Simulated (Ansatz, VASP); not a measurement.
## Ir: VASP beside Ansatz

Contents of INCAR:

```
SYSTEM = Ir
PREC     = Accurate       ! precision mode
ENCUT    = 520            ! plane-wave cutoff, eV
EDIFF    = 1E-6           ! SCF threshold, eV
ISMEAR   = 0              ! smearing method
SIGMA    = 0.15           ! smearing width, eV
LREAL    = .False.        ! projectors in reciprocal space
LASPH    = .True.         ! aspherical terms in the spheres
NELM     = 60             ! most SCF steps
ALGO     = Fast           ! electronic algorithm
ISIF     = 2              ! what is computed and relaxed
LWAVE    = .False.        ! write WAVECAR
LCHARG   = .True.         ! write CHGCAR
GGA      = PE             ! functional
LELF     = .True.         ! ELF
LVHAR    = .True.       
NBANDS   = 10             ! bands
```

KPOINTS

```
regular mesh
0
Gamma
  22 22 22
  0 0 0
```

POSCAR

```
Ir
1.0
    0.0000000000      1.9322380674      2.0342602373
    1.9322380674      0.0000000000      2.0342602373
    1.9322380674      1.9322380674      0.0000000000
Ir
1
Direct
    0.0000000000      0.0000000000      0.0000000000
```

Input for Ansatz:

```yaml
crystal:
  lattice:
    - [0.0, 1.9322380674, 2.0342602373]
    - [1.9322380674, 0.0, 2.0342602373]
    - [1.9322380674, 1.9322380674, 0.0]
  atoms:
    - { symbol: Ir, position: [0.0, 0.0, 0.0] }
basis:
  ecutwfc: 420
kpoints:
  mp_grid: { grid: [22, 22, 22] }
hamiltonian:
  xc: pbe
  pseudopotentials: { kind: paw, azcp: { folder: soft_1 } }
scf:
  occupations: { method: gaussian, width: 0.15 }
output:
  forces: true
  stress: true
  eigenvalues: true
```

Alike in both runs: task single point; functional PBE; k mesh 22 × 22 × 22; occupations gaussian, width 0.15 eV; no spin polarisation.

```csv
,VASP,Ansatz
version,VASP 6.6.1,Ansatz 0.2.0
potentials or method,"VASP PAW PBE potentials, release 64 (Ir), cutoff 520 eV","scalar-relativistic, plane waves, PAW"
valence electrons in the cell,9,17
```

VASP gave:

```
gap on the k mesh at the Fermi level (eV)                     : none
pressure (GPa)                                                : -13.5
traceless stress, the component that is largest in VASP (GPa) : -10.62
```

Task: What did Ansatz give for the same quantities?

Result: gap on the k mesh at the Fermi level (eV): none; pressure (GPa): -13.8; traceless stress, the component that is largest in VASP (GPa): -10.70.

A gap of «none» marks a metal or a gap that the smearing closes. VASP's potentials hold 9 valence electrons a cell and Ansatz's 17, so a difference there can come from the potentials and not from the codes.

Neither program's run includes spin-orbit coupling.
